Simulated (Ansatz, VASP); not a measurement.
MoS2: VASP beside Ansatz

```xyz
3
Lattice="1.6125 0.9310 6.2434 -1.6125 0.9310 6.2434 0.0000 -1.8620 6.2434" Properties=species:S:1:pos:R:3 pbc="T T T"
Mo    0.0000    0.0000    0.0000
S     0.0000    0.0000   14.0177
S     0.0000    0.0000   10.9553
```

Change from the starting cell: volume scaled by 1.06.

Alike in both runs: task single point; functional PBE; k mesh 13 × 13 × 13; occupations fermi-dirac, width 0.05 eV; no spin polarisation.

|  | VASP | Ansatz |
| --- | --- | --- |
| version | VASP 6.6.1 | Ansatz 0.2.0 |
| potentials or method | VASP PAW PBE potentials, release 64 (Mo_sv, S), cutoff 520 eV | all-electron LAPW, scalar-relativistic |

```csv
,VASP,Ansatz,Ansatz less VASP
pressure (GPa),0.0,0.1,+0.14
"traceless stress, the component that is largest in VASP (GPa)",3.81,3.84,+0.033
rms of the force components (eV/Å),0.123,0.129,+0.0068
```

Atom by atom the forces differ by 0.007 eV/Å (rms over components). Ansatz ran all-electron here, and VASP with PAW potentials.
